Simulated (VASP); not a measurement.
# Bi (I4/mmm) in VASP: a series of runs

Bi is run at these levels: PBEsol; tasks: single point.

Program: VASP 6.6.1. These are calculated values, not measurements. Logs are shortened: lines on timing, memory, paths and dates and some standing lists are left out, and cuts for length are marked.

## 1. The cell of the first run

It takes space group I4/mmm (No. 139, tetragonal). The conventional cell has a = 3.729 Å, b = 3.729 Å, c = 4.475 Å, α = 90.00°, β = 90.00°, γ = 90.00°. Bi (site symmetry 4/mmm) has 14 Bi at 3.46 to 4.48 Å within 4.5 Å.

## 2. Single point, PBEsol

INCAR

```
SYSTEM = Bi
ALGO = Fast ; EDIFF = 1E-6
ENCUT = 520 ; GGA = PS
ISIF = 2 ; ISMEAR = 0
LASPH = .TRUE. ; LCHARG = .TRUE.
LELF = .TRUE. ; LREAL = .FALSE.
LVHAR = .TRUE. ; LWAVE = .FALSE.
NBANDS = 14 ; NELM = 60
PREC = Accurate ; SIGMA = 0.15
```

KPOINTS

```
k-points
0
G
  18 18 18
  0 0 0
```

POSCAR

```
Bi
1.0
   -1.8645975191      1.8645975191      2.2375170230
    1.8645975191     -1.8645975191      2.2375170230
    1.8645975191      1.8645975191     -2.2375170230
Bi
1
Direct
    0.0000000000      0.0000000000      0.0000000000
```

Potentials or basis: VASP PAW PBE potentials, release 64 (Bi_d).

Started as:

```sh
cat potpaw_PBE.64/Bi_d/POTCAR > POTCAR
mpirun -np 1 vasp_std > vasp.out
```

OUTCAR:

```text
SYSTEM = Bi
   EDIFF = 1E-6
   ENCUT = 520
   GGA = PS
   ISIF = 2
   ISMEAR = 0
   LASPH = .TRUE.
   LREAL = .FALSE.
   NELM = 60
   PREC = Accurate

 ion  position               nearest neighbor table
   1  0.000  0.000  0.000-

  LATTYP: Found a body centered tetragonal cell.
 ALAT       =     3.7291950382
 C/A-ratio  =     1.2000000000

  Lattice vectors:

 A1 = (  -1.8645975191,   1.8645975191,   2.2375170230)
 A2 = (   1.8645975191,  -1.8645975191,   2.2375170230)
 A3 = (   1.8645975191,   1.8645975191,  -2.2375170230)

Analysis of symmetry for initial positions (statically):
=====================================================================
 Subroutine PRICEL returns:
 Original cell was already a primitive cell.

 Routine SETGRP: Setting up the symmetry group for a
 body centered tetragonal supercell.

 Subroutine GETGRP returns: Found 16 space group operations
 (whereof 16 operations were pure point group operations)
 out of a pool of 16 trial point group operations.

The static configuration has the point symmetry D_4h.

Analysis of symmetry for dynamics (positions and initial velocities):
=====================================================================
 Subroutine PRICEL returns:
 Original cell was already a primitive cell.

 Routine SETGRP: Setting up the symmetry group for a
 body centered tetragonal supercell.

 Subroutine GETGRP returns: Found 16 space group operations
 (whereof 16 operations were pure point group operations)
 out of a pool of 16 trial point group operations.

The dynamic configuration has the point symmetry D_4h.

 Subroutine INISYM returns: Found 16 space group operations
 (whereof 16 operations are pure point group operations),
 and found     1 'primitive' translations

----------------------------------------------------------------------------------------

                                     Primitive cell

  volume of cell :      31.1169

  direct lattice vectors                    reciprocal lattice vectors
    -1.864597519  1.864597519  2.237517023     0.000000000  0.268154384  0.223461987
     1.864597519 -1.864597519  2.237517023     0.268154384  0.000000000  0.223461987
     1.864597519  1.864597519 -2.237517023     0.268154384  0.268154384  0.000000000

  length of vectors
     3.458313208  3.458313208  3.458313208     0.349058782  0.349058782  0.379227567

  position of ions in fractional coordinates (direct lattice)
     0.000000000  0.000000000  0.000000000

  ion indices of the primitive-cell ions
   primitive index   ion index
                 1           1

----------------------------------------------------------------------------------------

 KPOINTS: k-points

Automatic generation of k-mesh.
 Grid dimensions read from file:
 generate k-points for:   18   18   18

 Generating k-lattice:

  Cartesian coordinates                     Fractional coordinates (reciprocal lattice)
     0.000000000  0.014897466  0.012414555     0.055555556  0.000000000 -0.000000000
     0.014897466  0.000000000  0.012414555     0.000000000  0.055555556 -0.000000000
     0.014897466  0.014897466  0.000000000     0.000000000  0.000000000  0.055555556

  Length of vectors
     0.019392155  0.019392155  0.021068198

  Shift w.r.t. Gamma in fractional coordinates (k-lattice)
     0.000000000  0.000000000  0.000000000

 Subroutine IBZKPT returns following result:
 ===========================================

 Found    480 irreducible k-points:

 Following reciprocal coordinates:
            Coordinates               Weight
  0.000000  0.000000  0.000000      1.000000
  0.055556 -0.000000  0.000000      8.000000
  0.111111 -0.000000  0.000000      8.000000
  0.166667 -0.000000  0.000000      8.000000
  0.222222  0.000000 -0.000000      8.000000
  0.277778 -0.000000  0.000000      8.000000
[... 16 lines left out ...]
 -0.277778  0.055556 -0.000000     16.000000
 -0.222222  0.055556  0.000000     16.000000
 [... further k-points ...]
   k-points           NKPTS =    480   k-points in BZ     NKDIM =    480   number of bands    NBANDS=     14
   number of dos      NEDOS =    301   number of ions     NIONS =      1
   total plane-waves  NPLWV =  21952
   dimension x,y,z NGX =    28 NGY =   28 NGZ =   28
   dimension x,y,z NGXF=    56 NGYF=   56 NGZF=   56
   ions per type =               1
   NGX,Y,Z   is equivalent  to a cutoff of  13.46, 13.46, 13.46 a.u.
   NGXF,Y,Z  is equivalent  to a cutoff of  26.92, 26.92, 26.92 a.u.
 SYSTEM =  Bi
   PREC   = accura    normal or accurate (medium, high low for compatibility)
   ISTART =      0    job   : 0-new  1-cont  2-samecut
   ICHARG =      2    charge: 1-file 2-atom 10-const
   ISPIN  =      1    spin polarized calculation?
   LNONCOLLINEAR =      F non collinear calculations
   LSORBIT =      F    spin-orbit coupling
   LASPH  =      T    aspherical Exc in radial PAW
   ENCUT  =  520.0 eV  38.22 Ry    6.18 a.u.   6.43  6.43  6.43*2*pi/ulx,y,z
   NELM   =     60;   NELMIN=  2; NELMDL= -5     # of ELM steps
   EDIFF  = 0.1E-05   stopping-criterion for ELM
   LREAL  =      F    real-space projection
   EDIFFG = 0.1E-04   stopping-criterion for IOM
   NSW    =      0    number of steps for IOM
   IBRION =     -1    ionic relax: 0-MD 1-quasi-New 2-CG
   NFREE  =      0    steps in history (QN), initial steepest desc. (CG)
   ISIF   =      2    stress and relaxation
   ISYM   =      2    0-nonsym 1-usesym 2-fastsym
   POTIM  = 0.5000    time-step for ionic-motion
   TEBEG  =    0.0;   TEEND  =   0.0 temperature during run
   PSTRESS=    0.0 pullay stress
   NELECT =      15.0000    total number of electrons
   NUPDOWN=      -1.0000    fix difference up-down
   EMIN   =  10.00;   EMAX   =-10.00  energy-range for DOS
   EFERMI =   0.00;   METHOD = LEGACY
   ISMEAR =     0;   SIGMA  =   0.15  broadening in eV -4-tet -1-fermi 0-gaus
   EFERMI_NEDOS =   21; number of points for ismear=-14 and -15
   IALGO  =     68    algorithm
   IMIX   =      4    mixing-type and parameters
     AMIX     =   0.40;   BMIX     =  1.00
     AMIX_MAG =   1.60;   BMIX_MAG =  1.00
  volume/ion in A,a.u.               =      31.12       209.99
  Fermi-wavevector in a.u.,A,eV,Ry     =   1.283630  2.425708 22.418388  1.647705
  Thomas-Fermi vector in A             =   2.415871
   LORBIT       =      0    0 simple, 1 ext, 2 COOP (PROOUT), +10 PAW based schemes
   GGA     = PS    functional components
   LHFCALC =     F    Hartree Fock is set to
   AEXX    =    0.0000 exact exchange contribution
   IVDW    =     0    specifies the selected vdW correction
   LEPSILON=     F    determine dielectric tensor
   LRPA    =     F    only Hartree local field effects (RPA)
 non-spin polarized calculation
 RMM-DIIS sequential band-by-band and
 Gauss-broadening in eV      SIGMA  =   0.15
  energy-cutoff  :      520.00
  volume of cell :       31.12
 maximum number of plane-waves:       856
 NGX is ok and might be reduce to    28
   NGX = 13   NGY = 13   NGZ = 13

 number of electron      15.0000005 magnetization

 Free energy of the ion-electron system (eV)
  ---------------------------------------------------
  ext. energy  EPLUGINS =         0.00000000
  ---------------------------------------------------
  free energy    TOTEN  =        -4.18711667 eV

  energy without entropy =       -4.17958173  energy(sigma->0) =       -4.18334920

 E-fermi :   7.7724     XC(G=0): -10.4395

 val. band max:        7.7505167988   @ k =  -0.2222   0.3333   0.2222
 cond. band min:       7.7800991496   @ k =  -0.2778   0.1667   0.0556
 fundamental gap:      0.0295823508
 Fermi energy:         7.7724132195

 k-point     1 :       0.0000    0.0000    0.0000
  band No.  band energies     occupation
      1     -15.2026      2.00000
      2     -15.2026      2.00000
      3     -15.1598      2.00000
      4     -15.1203      2.00000
      5     -15.0666      2.00000
      6      -5.7891      2.00000
      7      12.6618      0.00000
      8      12.8672      0.00000
      9      12.8672      0.00000
     10      16.7052      0.00000
     11      17.1878      0.00000
     12      18.6959      0.00000
     13      18.6959      0.00000
     14      19.2817      0.00000

 k-point     2 :       0.0556   -0.0000    0.0000
  band No.  band energies     occupation
      1     -15.2005      2.00000
      2     -15.1999      2.00000
      3     -15.1583      2.00000
      4     -15.1203      2.00000
      5     -15.0676      2.00000
      6      -5.7352      2.00000
      7      12.0896      0.00000
      8      12.7294      0.00000
      9      12.7422      0.00000
     10      16.8013      0.00000
     11      17.2150      0.00000
     12      18.7358      0.00000
     13      19.0179      0.00000
     14      19.1516      0.00000

 k-point     3 :       0.1111   -0.0000    0.0000
  band No.  band energies     occupation
      1     -15.1947      2.00000
      2     -15.1947      2.00000
      3     -15.1515      2.00000
      4     -15.1201      2.00000
      5     -15.0703      2.00000
      6      -5.5741      2.00000
      7      10.6838      0.00000
      8      12.4115      0.00000
      9      12.6325      0.00000
     10      16.2781      0.00000
     11      18.0625      0.00000
     12      18.4588      0.00000
     13      18.6265      0.00000
     14      19.5061      0.00000
[... 324 lines left out ...]
 k-point    23 :      -0.2778    0.0556   -0.0000
  band No.  band energies     occupation
      1     -15.1979      2.00000
      2     -15.1762      2.00000
      3     -15.1177      2.00000
      4     -15.0962      2.00000
      5     -15.0707      2.00000
      6      -4.6476      2.00000
      7       6.6486      2.00000
      8      11.0475      0.00000
      9      11.8858      0.00000
     10      15.5842      0.00000
     11      16.5653      0.00000
     12      17.8326      0.00000
     13      20.3383      0.00000
     14      20.8852      0.00000

 k-point    24 :      -0.2222    0.0556    0.0000
  band No.  band energies     occupation
      1     -15.1963      2.00000
      2     -15.1810      2.00000
      3     -15.1227      2.00000
      4     -15.1159      2.00000
      5     -15.0723      2.00000
      6      -5.0620      2.00000
      7       8.1454      0.00044
      8      11.5424      0.00000
      9      12.0661      0.00000
     10      15.8611      0.00000
     11      16.8935      0.00000
     12      18.2456      0.00000
     13      19.2968      0.00000
     14      20.2756      0.00000

 [... further k-points ...]

------------------------ aborting loop because EDIFF is reached ----------------------------------------

  FORCE on cell =-STRESS in cart. coord.  units (eV):
  Direction    XX          YY          ZZ          XY          YZ          ZX
  --------------------------------------------------------------------------------------
  -------------------------------------------------------------------------------------
  Total       -0.2103607     -0.2103607     -0.6097706      0.0000000     -0.0000000      0.0000000
  in kB      -10.8312515    -10.8312515    -31.3964476      0.0000000     -0.0000000      0.0000000
  external PRESSURE =     -17.6863168 kB  Pullay stress =       0.0000000 kB

 VOLUME and BASIS-vectors are now :
 -----------------------------------------------------------------------------
  energy-cutoff  :      520.00
  volume of cell :       31.12
      direct lattice vectors                 reciprocal lattice vectors
    -1.864597519  1.864597519  2.237517023     0.000000000  0.268154384  0.223461987
     1.864597519 -1.864597519  2.237517023     0.268154384  0.000000000  0.223461987
     1.864597519  1.864597519 -2.237517023     0.268154384  0.268154384  0.000000000

 POSITION                                       TOTAL-FORCE (eV/Angst)
 -----------------------------------------------------------------------------------
      0.00000      0.00000      0.00000         0.000000     -0.000000      0.000000
 -----------------------------------------------------------------------------------
    total drift:                               -0.000000     -0.000000     -0.000000

  FREE ENERGIE OF THE ION-ELECTRON SYSTEM (eV)
  ---------------------------------------------------
  free  energy   TOTEN  =        -4.1871166702 eV

  energy  without entropy=       -4.1795817325  energy(sigma->0) =       -4.18334920
```

Wall time 4.4 min (1 thread of Intel Xeon 8259CL, shared host); peak memory 0.31 GiB.

Results:

| Property | Result |
| --- | --- |
| Free energy | -4.1871 eV |
| Pressure | -1.8 GPa |
| Band gap on the k mesh | zero (an odd number of electrons rules out a gap without spin polarisation) |

Stress tensor (GPa, compression positive):
```
-1.08  0.00  0.00
 0.00 -1.08  0.00
 0.00  0.00 -3.14
```

Levels at points of the mesh, in eV from the Fermi level:
```tsv
k point	band 5	band 6	band 7	band 8	band 9	band 10
(0.00, 0.00, 0.00)	-22.84	-13.56	4.89	5.09	5.09	8.93
(0.50, 0.00, 0.00)	-22.78	-10.66	-5.21	2.36	4.01	6.78
(0.50, 0.50, 0.00)	-22.76	-10.05	-4.79	0.68	1.73	4.76
(0.50, 0.50, 0.50)	-22.77	-8.78	-3.45	-0.75	-0.75	3.35
```

Caveat: the PAW data sets were made with another functional, which shifts forces and pressure a little; spin-orbit coupling is left out, which moves the levels of the heavy elements.

## 3. Single point, PBEsol

INCAR

```
SYSTEM = Bi
PREC = Accurate
ENCUT = 520
EDIFF = 1E-6
ISMEAR = 0
SIGMA = 0.15
LREAL = .False.
LASPH = .True.
NELM = 100
ALGO = Fast
ISIF = 2
LWAVE = .False.
LCHARG = .False.
GGA = PS
NBANDS = 14
```

KPOINTS

```
regular mesh
0
Gamma
  18 18 18
  0 0 0
```

POSCAR

```
Bi
1.0
   -2.1525206004      2.1525206004      1.6789660683
    2.1525206004     -2.1525206004      1.6789660683
    2.1525206004      2.1525206004     -1.6789660683
Bi
1
Direct
    0.0000000000      0.0000000000      0.0000000000
```

Potentials or basis: VASP PAW PBE potentials, release 64 (Bi_d).

Started as:

```sh
cat potpaw_PBE.64/Bi_d/POTCAR > POTCAR
mpirun -np 1 vasp_std > vasp.out
```

Run time: 4.8 min. Hardware: 1 thread of Intel Xeon 8259CL, shared host; peak memory 0.3 GiB.

The run converged. Its results:

| Quantity | Value |
| --- | --- |
| Free energy | -4.1938 eV |
| Pressure | -0.7 GPa |
| Band gap on the k mesh | zero (an odd number of electrons rules out a gap without spin polarisation) |

Stress tensor (GPa, compression positive):
```
-1.36  0.00  0.00
 0.00 -1.36  0.00
 0.00  0.00  0.51
```

Levels at points of the mesh, in eV from the Fermi level:
```tsv
k point	band 5	band 6	band 7	band 8	band 9	band 10
(0.00, 0.00, 0.00)	-22.85	-13.66	3.91	3.91	6.60	7.83
(0.50, 0.00, 0.00)	-22.81	-10.00	-4.99	1.07	2.12	5.21
(0.50, 0.50, 0.00)	-22.81	-11.31	-5.43	3.95	5.25	8.60
(0.50, 0.50, 0.50)	-22.79	-9.15	-3.02	-3.02	1.46	2.57
```

Caveat: the PAW data sets were made with another functional, which shifts forces and pressure a little; spin-orbit coupling is left out, which moves the levels of the heavy elements.
